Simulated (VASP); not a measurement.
A run of VASP 6.6.1 is set up as follows.

Contents of INCAR:

```
SYSTEM = Mg
PREC = Accurate ; ENCUT = 520
EDIFF = 1E-6 ; ISMEAR = 0
SIGMA = 0.1 ; LREAL = .FALSE.
LASPH = .TRUE. ; NELM = 60
ALGO = Normal ; ISIF = 2
LWAVE = .FALSE. ; LCHARG = .FALSE.
GGA = PE ; NBANDS = 9
```

Contents of KPOINTS:

```
regular mesh
0
G
  15 15 8
  0 0 0
```

File POSCAR:

```
Mg
1.0
    3.1445337721      0.0000000000      0.0000000000
   -1.5722668861      2.7232461297      0.0000000000
    0.0000000000      0.0000000000      5.0330467635
Mg
2
Direct
    0.3333333333      0.6666666667      0.2500000000
    0.6666666667      0.3333333333      0.7500000000
```

Potentials or basis: VASP PAW PBE potentials, release 64 (Mg).

Run with:

```console
$ cat potpaw_PBE.64/Mg/POTCAR > POTCAR
$ mpirun -np 1 vasp_std > vasp.out
```

(1) Predict the band gap on the k mesh.

(2) What does it give for the pressure?

Answers

(1) zero (bands 2 and 3 overlap by 2.00 eV).

(2) 2.4 GPa.
